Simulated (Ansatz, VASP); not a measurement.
Two plane-wave programs on La

```xyz
2
Lattice="3.8387 0.0000 0.0000 -1.9193 3.3244 0.0000 0.0000 0.0000 6.1611" Properties=species:S:1:pos:R:3 pbc="T T T"
La    0.0000    2.2163    1.5403
La    1.9193    1.1081    4.6208
```

Alike in both runs: functional revPBE; k mesh 10 × 10 × 5; occupations fermi-dirac, width 0.1 eV; no spin polarisation.

Ansatz relaxed the structure, and its values are those at the end. VASP's run is a single point on that final structure, the one shown.

|  | VASP | Ansatz |
| --- | --- | --- |
| version | VASP 6.6.1 | Ansatz 0.2.0 |
| potentials or method | VASP PAW PBE potentials, release 64 (La), cutoff 520 eV | plane waves (420 eV) with PAW, scalar-relativistic |
| valence electrons in the cell | 22 | 22 |

Ansatz gave:

- pressure (GPa): 0.0

Question: Estimate VASP's values.

Answer: Pressure (GPa): 0.1.

VASP's potentials were made for PBE, not for revPBE. With one functional, cell and mesh, what is left measures potentials, basis and numerics.

Spin-orbit coupling is off throughout.
